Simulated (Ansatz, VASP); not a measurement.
## Two plane-wave programs on SiO2

```
Si O
1.0
     4.23317    0.00000    0.00000
     0.00000    4.23317    0.00000
     0.00000    0.00000    2.69349
Si O
2 4
Cartesian
  2.1166 2.1166 1.3467
  0.0000 0.0000 0.0000
  2.9343 2.9343 0.0000
  0.8177 3.4155 1.3467
  1.2989 1.2989 0.0000
  3.4155 0.8177 1.3467
```

Alike in both runs: task single point; functional PBEsol; k mesh 4 × 4 × 6; occupations gaussian, width 0.1 eV; no spin polarisation.

|  | VASP | Ansatz |
| --- | --- | --- |
| version | VASP 6.6.1 | Ansatz 0.2.0 |
| potentials or method | VASP PAW PBE potentials, release 64 (Si, O), cutoff 600 eV | scalar-relativistic, plane waves, PAW |
| valence electrons in the cell | 32 | 32 |

|  | VASP | Ansatz | Ansatz less VASP |
| --- | --- | --- | --- |
| gap on the k mesh at the Fermi level (eV) | 4.99 | 4.99 | 0.000 |
| least direct gap on the mesh (eV) | 4.99 | 4.99 | 0.000 |
| pressure (GPa) | -6.4 | -6.7 | -0.34 |
| traceless stress, the component that is largest in VASP (GPa) | 0.12 | -0.49 | -0.606 |
| rms of the force components (eV/Å) | 0.002 | 0.019 | +0.0171 |

VASP's potentials were made for PBE, not for PBEsol, and Ansatz warns of the same on its side. Atom by atom the forces differ by 0.017 eV/Å (rms over components).
